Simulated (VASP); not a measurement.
# SrIrSe3 (Pm-3m) in VASP: further runs

The runs below take SrIrSe3 through single point, relaxation of cell and atoms, with LDA.

Program: VASP 6.6.1. These are calculated values, not measurements. Logs are shortened: lines on timing, memory, paths and dates and some standing lists are left out, and cuts for length are marked.

### 1 The cell of the first run

It takes space group Pm-3m (No. 221, cubic). The conventional cell has a = 4.902 Å, b = 4.902 Å, c = 4.902 Å, α = 90.00°, β = 90.00°, γ = 90.00°. Within 4.6 Å of Sr (site symmetry m-3m) lie 12 Se at 3.47 Å and 8 Ir at 4.25 Å. Within 3.2 Å of Ir (site symmetry m-3m) lie 6 Se at 2.45 Å. Within 3.2 Å of Se (site symmetry 4/mmm) lie 2 Ir at 2.45 Å.

### 2 Single point, LDA

Contents of INCAR:

```
PREC = Accurate
ENCUT = 520
EDIFF = 1E-6
ISMEAR = -1
SIGMA = 0.1
LREAL = False
LASPH = True
NELM = 60
ALGO = Normal
ISIF = 2
LWAVE = False
LCHARG = True
LELF = True
LVHAR = True
NBANDS = 26
```

Contents of KPOINTS:

```
Automatic mesh
0
Gamma
  6 6 6
```

Contents of POSCAR:

```
SrIrSe3
1.0
    4.9017086711      0.0000000000      0.0000000000
    0.0000000000      4.9017086711      0.0000000000
    0.0000000000      0.0000000000      4.9017086711
Sr Ir Se
1 1 3
Direct
    0.0000000000      0.0000000000      0.0000000000
    0.5000000000      0.5000000000      0.5000000000
    0.5000000000      0.5000000000      0.0000000000
    0.0000000000      0.5000000000      0.5000000000
    0.5000000000      0.0000000000      0.5000000000
```

Potentials or basis: VASP PAW LDA potentials, release 64 (Sr_sv, Ir, Se).

On the command line:

```sh
> cat potpaw_LDA.64/Sr_sv/POTCAR potpaw_LDA.64/Ir/POTCAR potpaw_LDA.64/Se/POTCAR > POTCAR
> mpirun -np 1 vasp_std > vasp.out
```

OUTCAR:

```text
PREC = Accurate
   ENCUT = 520
   EDIFF = 1E-6
   ISMEAR = -1
   LREAL = False
   LASPH = True
   NELM = 60
   ISIF = 2

 ion  position               nearest neighbor table
   1  0.000  0.000  0.000-   3 3.47   4 3.47   5 3.47   4 3.47   5 3.47   3 3.47   4 3.47   4 3.47
                             3 3.47   5 3.47   5 3.47   3 3.47   2 4.25   2 4.25   2 4.25   2 4.25
   2  0.500  0.500  0.500-   3 2.45   4 2.45   5 2.45   3 2.45   5 2.45   4 2.45   1 4.25   1 4.25
                             1 4.25   1 4.25   1 4.25   1 4.25   1 4.25   1 4.25
   3  0.500  0.500  0.000-   2 2.45   2 2.45   1 3.47   1 3.47   1 3.47   1 3.47
   4  0.000  0.500  0.500-   2 2.45   2 2.45   1 3.47   1 3.47   1 3.47   1 3.47
   5  0.500  0.000  0.500-   2 2.45   2 2.45   1 3.47   1 3.47   1 3.47   1 3.47

  LATTYP: Found a simple cubic cell.
 ALAT       =     4.9017086711

  Lattice vectors:

 A1 = (   4.9017086711,   0.0000000000,   0.0000000000)
 A2 = (   0.0000000000,   4.9017086711,   0.0000000000)
 A3 = (   0.0000000000,   0.0000000000,   4.9017086711)

Analysis of symmetry for initial positions (statically):
=====================================================================
 Subroutine PRICEL returns:
 Original cell was already a primitive cell.

 Routine SETGRP: Setting up the symmetry group for a
 simple cubic supercell.

 Subroutine GETGRP returns: Found 48 space group operations
 (whereof 48 operations were pure point group operations)
 out of a pool of 48 trial point group operations.

The static configuration has the point symmetry O_h .

Analysis of symmetry for dynamics (positions and initial velocities):
=====================================================================
 Subroutine PRICEL returns:
 Original cell was already a primitive cell.

 Routine SETGRP: Setting up the symmetry group for a
 simple cubic supercell.

 Subroutine GETGRP returns: Found 48 space group operations
 (whereof 48 operations were pure point group operations)
 out of a pool of 48 trial point group operations.

The dynamic configuration has the point symmetry O_h .

 Subroutine INISYM returns: Found 48 space group operations
 (whereof 48 operations are pure point group operations),
 and found     1 'primitive' translations

----------------------------------------------------------------------------------------

                                     Primitive cell

  volume of cell :     117.7721

  direct lattice vectors                    reciprocal lattice vectors
     4.901708671  0.000000000  0.000000000     0.204010492  0.000000000  0.000000000
     0.000000000  4.901708671  0.000000000     0.000000000  0.204010492  0.000000000
     0.000000000  0.000000000  4.901708671     0.000000000  0.000000000  0.204010492

  length of vectors
     4.901708671  4.901708671  4.901708671     0.204010492  0.204010492  0.204010492

  position of ions in fractional coordinates (direct lattice)
     0.000000000  0.000000000  0.000000000
     0.500000000  0.500000000  0.500000000
     0.500000000  0.500000000  0.000000000
     0.000000000  0.500000000  0.500000000
     0.500000000  0.000000000  0.500000000

  ion indices of the primitive-cell ions
   primitive index   ion index
                 1           1
                 2           2
                 3           3
                 4           4
                 5           5

----------------------------------------------------------------------------------------

 KPOINTS: Automatic mesh

Automatic generation of k-mesh.
 Grid dimensions read from file:
 generate k-points for:    6    6    6

 Generating k-lattice:

  Cartesian coordinates                     Fractional coordinates (reciprocal lattice)
     0.034001749  0.000000000  0.000000000     0.166666667  0.000000000  0.000000000
     0.000000000  0.034001749  0.000000000     0.000000000  0.166666667  0.000000000
     0.000000000  0.000000000  0.034001749     0.000000000  0.000000000  0.166666667

  Length of vectors
     0.034001749  0.034001749  0.034001749

  Shift w.r.t. Gamma in fractional coordinates (k-lattice)
     0.000000000  0.000000000  0.000000000

 Subroutine IBZKPT returns following result:
 ===========================================

 Found     20 irreducible k-points:

 Following reciprocal coordinates:
            Coordinates               Weight
  0.000000  0.000000  0.000000      1.000000
  0.166667  0.000000  0.000000      6.000000
  0.333333  0.000000  0.000000      6.000000
  0.500000  0.000000  0.000000      3.000000
  0.166667  0.166667  0.000000     12.000000
  0.333333  0.166667  0.000000     24.000000
[... 12 lines left out ...]
  0.500000  0.500000  0.333333      6.000000
  0.500000  0.500000  0.500000      1.000000
   k-points           NKPTS =     20   k-points in BZ     NKDIM =     20   number of bands    NBANDS=     26
   number of dos      NEDOS =    301   number of ions     NIONS =      5
   total plane-waves  NPLWV =  46656
   dimension x,y,z NGX =    36 NGY =   36 NGZ =   36
   dimension x,y,z NGXF=    72 NGYF=   72 NGZF=   72
   ions per type =               1   1   3
   NGX,Y,Z   is equivalent  to a cutoff of  12.21, 12.21, 12.21 a.u.
   NGXF,Y,Z  is equivalent  to a cutoff of  24.42, 24.42, 24.42 a.u.
 SYSTEM =  unknown system
   PREC   = accura    normal or accurate (medium, high low for compatibility)
   ISTART =      0    job   : 0-new  1-cont  2-samecut
   ICHARG =      2    charge: 1-file 2-atom 10-const
   ISPIN  =      1    spin polarized calculation?
   LNONCOLLINEAR =      F non collinear calculations
   LSORBIT =      F    spin-orbit coupling
   LASPH  =      T    aspherical Exc in radial PAW
   ENCUT  =  520.0 eV  38.22 Ry    6.18 a.u.   9.11  9.11  9.11*2*pi/ulx,y,z
   NELM   =     60;   NELMIN=  2; NELMDL= -5     # of ELM steps
   EDIFF  = 0.1E-05   stopping-criterion for ELM
   LREAL  =      F    real-space projection
   EDIFFG = 0.1E-04   stopping-criterion for IOM
   NSW    =      0    number of steps for IOM
   IBRION =     -1    ionic relax: 0-MD 1-quasi-New 2-CG
   NFREE  =      0    steps in history (QN), initial steepest desc. (CG)
   ISIF   =      2    stress and relaxation
   ISYM   =      2    0-nonsym 1-usesym 2-fastsym
   POTIM  = 0.5000    time-step for ionic-motion
   TEBEG  =    0.0;   TEEND  =   0.0 temperature during run
   PSTRESS=    0.0 pullay stress
   NELECT =      37.0000    total number of electrons
   NUPDOWN=      -1.0000    fix difference up-down
   EMIN   =  10.00;   EMAX   =-10.00  energy-range for DOS
   EFERMI =   0.00;   METHOD = LEGACY
   ISMEAR =    -1;   SIGMA  =   0.10  broadening in eV -4-tet -1-fermi 0-gaus
   EFERMI_NEDOS =   21; number of points for ismear=-14 and -15
   IALGO  =     38    algorithm
   IMIX   =      4    mixing-type and parameters
     AMIX     =   0.40;   BMIX     =  1.00
     AMIX_MAG =   1.60;   BMIX_MAG =  1.00
  volume/ion in A,a.u.               =      23.55       158.95
  Fermi-wavevector in a.u.,A,eV,Ry     =   1.112913  2.103101 16.851843  1.238576
  Thomas-Fermi vector in A             =   2.249492
   LORBIT       =      0    0 simple, 1 ext, 2 COOP (PROOUT), +10 PAW based schemes
   GGA     = CA    functional components
   LHFCALC =     F    Hartree Fock is set to
   AEXX    =    0.0000 exact exchange contribution
   IVDW    =     0    specifies the selected vdW correction
   LEPSILON=     F    determine dielectric tensor
   LRPA    =     F    only Hartree local field effects (RPA)
 non-spin polarized calculation
  energy-cutoff  :      520.00
  volume of cell :      117.77
 maximum number of plane-waves:      3191
   NGX = 19   NGY = 19   NGZ = 19

 number of electron      37.0000004 magnetization

 Free energy of the ion-electron system (eV)
  ---------------------------------------------------
  ext. energy  EPLUGINS =         0.00000000
  ---------------------------------------------------
  free energy    TOTEN  =       -27.16855826 eV

  energy without entropy =      -26.97200341  energy(sigma->0) =      -27.07028084

 E-fermi :   4.1582     XC(G=0): -10.2244

 val. band max:        4.1361865513   @ k =   0.3333   0.3333   0.0000
 cond. band min:       4.1967885513   @ k =   0.5000   0.1667   0.1667
 fundamental gap:      0.0606019999
 Fermi energy:         4.1581894218

 k-point     1 :       0.0000    0.0000    0.0000
  band No.  band energies     occupation
      1     -30.9592      2.00000
      2     -13.0303      2.00000
      3     -13.0303      2.00000
      4     -13.0303      2.00000
      5     -10.0695      2.00000
      6      -8.3763      2.00000
[... 18 lines left out ...]
     25       7.7068      0.00000
     26       8.0953      0.00000

 k-point     2 :       0.1667    0.0000    0.0000
  band No.  band energies     occupation
      1     -30.9590      2.00000
      2     -13.0504      2.00000
      3     -13.0290      2.00000
      4     -13.0290      2.00000
      5      -9.9455      2.00000
      6      -8.3909      2.00000
[... 18 lines left out ...]
     25       8.0659      0.00000
     26       8.4455      0.00000

 k-point     3 :       0.3333    0.0000    0.0000
  band No.  band energies     occupation
      1     -30.9586      2.00000
      2     -13.0891      2.00000
      3     -13.0264      2.00000
      4     -13.0264      2.00000
      5      -9.6521      2.00000
      6      -8.4623      2.00000
[... 18 lines left out ...]
     25       8.5559      0.00000
     26       9.3604      0.00000

 k-point     4 :       0.5000    0.0000    0.0000
  band No.  band energies     occupation
      1     -30.9584      2.00000
      2     -13.1079      2.00000
      3     -13.0251      2.00000
      4     -13.0251      2.00000
      5      -9.4635      2.00000
      6      -8.5384      2.00000
[... 18 lines left out ...]
     25       9.1998      0.00000
     26      10.1430      0.00000

 k-point     5 :       0.1667    0.1667    0.0000
  band No.  band energies     occupation
      1     -30.9588      2.00000
      2     -13.0525      2.00000
      3     -13.0422      2.00000
      4     -13.0277      2.00000
      5      -9.8265      2.00000
      6      -8.3859      2.00000
[... 18 lines left out ...]
     25       8.3005      0.00000
     26       8.5373      0.00000

 k-point     6 :       0.3333    0.1667    0.0000
  band No.  band energies     occupation
      1     -30.9584      2.00000
      2     -13.0835      2.00000
      3     -13.0407      2.00000
      4     -13.0251      2.00000
      5      -9.5455      2.00000
      6      -8.4405      2.00000
[... 311 lines left out ...]
 k-point    17 :       0.3333    0.3333    0.3333
  band No.  band energies     occupation
      1     -30.9574      2.00000
      2     -13.0636      2.00000
      3     -13.0534      2.00000
      4     -13.0534      2.00000
      5      -8.9225      2.00000
      6      -8.4070      2.00000
[... 18 lines left out ...]
     25       8.8463      0.00000
     26       9.7324      0.00000

 k-point    18 :       0.5000    0.3333    0.3333
  band No.  band energies     occupation
      1     -30.9572      2.00000
      2     -13.0681      2.00000
      3     -13.0551      2.00000
      4     -13.0492      2.00000
      5      -8.7598      2.00000
      6      -8.4263      2.00000
[... 18 lines left out ...]
     25       8.8893      0.00000
     26       9.1590      0.00000

 k-point    19 :       0.5000    0.5000    0.3333
  band No.  band energies     occupation
      1     -30.9570      2.00000
      2     -13.0624      2.00000
      3     -13.0624      2.00000
      4     -13.0480      2.00000
      5      -8.6008      2.00000
      6      -8.4224      2.00000
[... 18 lines left out ...]
     25       9.1276      0.00000
     26       9.3522      0.00000

 k-point    20 :       0.5000    0.5000    0.5000
  band No.  band energies     occupation
      1     -30.9568      2.00000
      2     -13.0573      2.00000
      3     -13.0573      2.00000
      4     -13.0573      2.00000
      5      -8.4284      2.00000
      6      -8.4284      2.00000
[... 18 lines left out ...]
     25       9.1748      0.00000
     26       9.9218      0.00000

------------------------ aborting loop because EDIFF is reached ----------------------------------------

  FORCE on cell =-STRESS in cart. coord.  units (eV):
  Direction    XX          YY          ZZ          XY          YZ          ZX
  --------------------------------------------------------------------------------------
  -------------------------------------------------------------------------------------
  Total        0.4090660      0.4090660      0.4090660      0.0000000     -0.0000000      0.0000000
  in kB        5.5649532      5.5649532      5.5649532      0.0000000     -0.0000000      0.0000000
  external PRESSURE =       5.5649532 kB  Pullay stress =       0.0000000 kB

 VOLUME and BASIS-vectors are now :
 -----------------------------------------------------------------------------
  energy-cutoff  :      520.00
  volume of cell :      117.77
      direct lattice vectors                 reciprocal lattice vectors
     4.901708671  0.000000000  0.000000000     0.204010492  0.000000000  0.000000000
     0.000000000  4.901708671  0.000000000     0.000000000  0.204010492  0.000000000
     0.000000000  0.000000000  4.901708671     0.000000000  0.000000000  0.204010492

 POSITION                                       TOTAL-FORCE (eV/Angst)
 -----------------------------------------------------------------------------------
      0.00000      0.00000      0.00000         0.000000      0.000000      0.000000
      2.45085      2.45085      2.45085         0.000000      0.000000      0.000000
      2.45085      2.45085      0.00000         0.000000      0.000000      0.000000
      0.00000      2.45085      2.45085         0.000000      0.000000      0.000000
      2.45085      0.00000      2.45085         0.000000      0.000000      0.000000
 -----------------------------------------------------------------------------------
    total drift:                                0.000000      0.000000      0.000000

  FREE ENERGIE OF THE ION-ELECTRON SYSTEM (eV)
  ---------------------------------------------------
  free  energy   TOTEN  =       -27.1685582647 eV

  energy  without entropy=      -26.9720034082  energy(sigma->0) =      -27.07028084
```

Run time: 2.1 min. Hardware: 1 thread of Intel Xeon 8259CL, shared host; peak memory 0.22 GiB.

Results:

```
Free energy            : -27.1686 eV
Pressure               : 0.6 GPa
Band gap on the k mesh : zero (an odd number of electrons rules out a gap without spin polarisation)
```

Levels at points of the mesh, in eV from the Fermi level:
```
           k point  band 15  band 16  band 17  band 18  band 19  band 20  band 21  band 22
(0.00, 0.00, 0.00)    -1.24    -1.24    -1.15    -1.15    -0.32    -0.32    -0.32     1.16
(0.50, 0.00, 0.00)    -2.21    -1.09    -0.81    -0.81     0.30     0.30     0.42     3.82
(0.50, 0.50, 0.00)    -2.18    -0.46    -0.46     0.07     0.07     0.25     4.06     4.49
(0.50, 0.50, 0.50)    -0.12    -0.12     0.42     0.42     0.42     2.35     3.88     3.88
```

Caveat: spin-orbit coupling is left out, which moves the levels of the heavy elements; an odd number of electrons without spin polarisation forces a metal; a magnetic or distorted state may lie lower.

### 3 Relaxation of cell and atoms, LDA

This run uses another cell than the first one, of 18.10 Å³/atom.

Contents of INCAR:

```
  PREC = Accurate
  ENCUT = 600
  EDIFF = 1E-7
  ISMEAR = -1
  SIGMA = 0.1
  LREAL = False
  LASPH = True
  NELM = 80
  ALGO = Normal
  ISIF = 3
  LWAVE = False
  LCHARG = False
  IBRION = 2
  NSW = 80
  EDIFFG = -0.03
```

Contents of KPOINTS:

```
regular mesh
0
Gamma
  6 6 6
```

POSCAR: that of step 2 with these lines changed.

```diff
@@ -2,5 +2,5 @@
 1.0
-    4.9017086711      0.0000000000      0.0000000000
-    0.0000000000      4.9017086711      0.0000000000
-    0.0000000000      0.0000000000      4.9017086711
+    4.4900000000      0.0000000000      0.0000000000
+    0.0000000000      4.4900000000      0.0000000000
+    0.0000000000      0.0000000000      4.4900000000
 Sr Ir Se
```

Potentials or basis: VASP PAW LDA potentials, release 64 (Sr_sv, Ir, Se).

On the command line:

```sh
> cat potpaw_LDA.64/Sr_sv/POTCAR potpaw_LDA.64/Ir/POTCAR potpaw_LDA.64/Se/POTCAR > POTCAR
> mpirun -np 1 vasp_std > vasp.out
```

Run time: 7.4 min. Hardware: 1 thread of Intel Xeon 8259CL, shared host; peak memory 0.22 GiB.

Results (log left out):

- Free energy: -27.1678 eV
- Relaxed volume: 23.70 Å³/atom
- Relaxed cell: a = 4.912 Å, b = 4.912 Å, c = 4.912 Å, α = 90.00°, β = 90.00°, γ = 90.00°
- Space group after relaxing (to 0.1 Å): Pm-3m (No. 221)
- Energy gained by relaxing: 592.1 meV/atom
- Ionic steps: 5
- Pressure after relaxing: 0.0 GPa
- Band gap on the k mesh: zero (an odd number of electrons rules out a gap without spin polarisation)

The path:
```csv
step,energy change (eV),largest force (eV/Å),pressure (GPa),volume (Å³)
1,0.0000,0.0000,43.37,90.52
2,0.1482,0.0000,-13.29,171.10
3,-2.9471,0.0000,-1.72,120.98
4,-2.9591,0.0000,-0.58,119.31
5,-2.9605,0.0000,0.01,118.49
```

Final structure:
```cif
data_structure
_symmetry_space_group_name_H-M 'P 1'
_symmetry_Int_Tables_number 1
_cell_length_a 4.9117
_cell_length_b 4.9117
_cell_length_c 4.9117
_cell_angle_alpha 90.000
_cell_angle_beta 90.000
_cell_angle_gamma 90.000
_cell_volume 118.49
loop_
_atom_site_label
_atom_site_type_symbol
_atom_site_fract_x
_atom_site_fract_y
_atom_site_fract_z
_atom_site_occupancy
Sr1 Sr 0.00000 0.00000 0.00000 1
Ir1 Ir 0.50000 0.50000 0.50000 1
Se1 Se 0.50000 0.50000 0.00000 1
Se2 Se 0.00000 0.50000 0.50000 1
Se3 Se 0.50000 0.00000 0.50000 1
```

Levels at points of the mesh, in eV from the Fermi level:
```tsv
k point	band 15	band 16	band 17	band 18	band 19	band 20	band 21	band 22
(0.00, 0.00, 0.00)	-1.22	-1.22	-1.15	-1.15	-0.32	-0.32	-0.32	1.16
(0.50, 0.00, 0.00)	-2.19	-1.09	-0.81	-0.81	0.30	0.30	0.40	3.82
(0.50, 0.50, 0.00)	-2.17	-0.47	-0.45	0.07	0.07	0.25	4.06	4.48
(0.50, 0.50, 0.50)	-0.12	-0.12	0.42	0.42	0.42	2.35	3.87	3.87
```

Caveat: the volume moved by over 15 % at a fixed basis, so the end points are rough; spin-orbit coupling is left out, which moves the levels of the heavy elements; an odd number of electrons without spin polarisation forces a metal; a magnetic or distorted state may lie lower.

The gap in the log of VASP goes by the Fermi energy; the results here count the filled bands.